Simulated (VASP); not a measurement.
**Cd2SO: single point with r2SCAN**

Crystal: Cd2SO.

```
O Cd S
1.0
     3.87938    0.00000    0.00000
     0.00000    3.87938    0.00000
     0.00000    0.00000    5.23462
O Cd S
1 2 1
Direct
  0.00000 0.00000 0.00000
  0.00000 0.50000 0.79685
  0.50000 0.00000 0.20315
  0.50000 0.50000 0.50000
```

```json
{"Program": "VASP 6.6.1", "Task": "single point", "Functional": "r2SCAN", "Potentials or basis": "VASP PAW PBE potentials, release 64 (O, Cd, S)", "Cutoff": "520 eV", "k mesh": "6 × 6 × 4", "Occupations": "fermi-dirac, width 0.02 eV", "Spin": "no spin polarisation"}
```

* Pressure: 3.4 GPa
* Largest force: 0.027 eV/Å
* Band gap on the k mesh: 0.38 eV

Forces in eV/Å, atoms in the order of the input:
```
O    0.000  0.000  0.000
Cd   0.000  0.000 -0.027
Cd   0.000  0.000  0.027
S    0.000  0.000  0.000
```

Stress tensor (GPa, compression positive):
```
3.57 0.00 0.00
0.00 3.57 0.00
0.00 0.00 3.15
```

Levels at points of the mesh, in eV from the valence-band top:
```
           k point  band 14  band 15  band 16  band 17  band 18  band 19  band 20  band 21  band 22  band 23
(0.00, 0.00, 0.00)    -2.20    -2.20    -0.10     0.00     0.00     0.38     4.83     6.03     9.27     9.27
(0.50, 0.00, 0.00)    -3.37    -2.06    -1.77    -1.41    -0.30     4.18     4.69     6.54     6.71     8.72
(0.50, 0.50, 0.00)    -3.80    -2.21    -1.81    -1.81    -1.63     3.87     4.42     6.21     6.21     8.20
(0.00, 0.00, 0.50)    -1.67    -1.67    -1.51    -0.48    -0.48     3.17     4.43     6.43     7.59     8.48
(0.50, 0.00, 0.50)    -4.21    -1.41    -0.82    -0.78    -0.25     2.66     5.30     6.38     8.70     8.73
(0.50, 0.50, 0.50)    -3.80    -2.66    -2.41    -2.11    -2.11     5.74     5.74     5.74     6.96     8.70
```

It took 4 min on 1 thread of Intel Xeon 8259CL, with other jobs on the host, peak memory 0.23 GiB.

Caveat: the cell stands under pressure; the PAW data sets were made with another functional, which shifts forces and pressure a little.
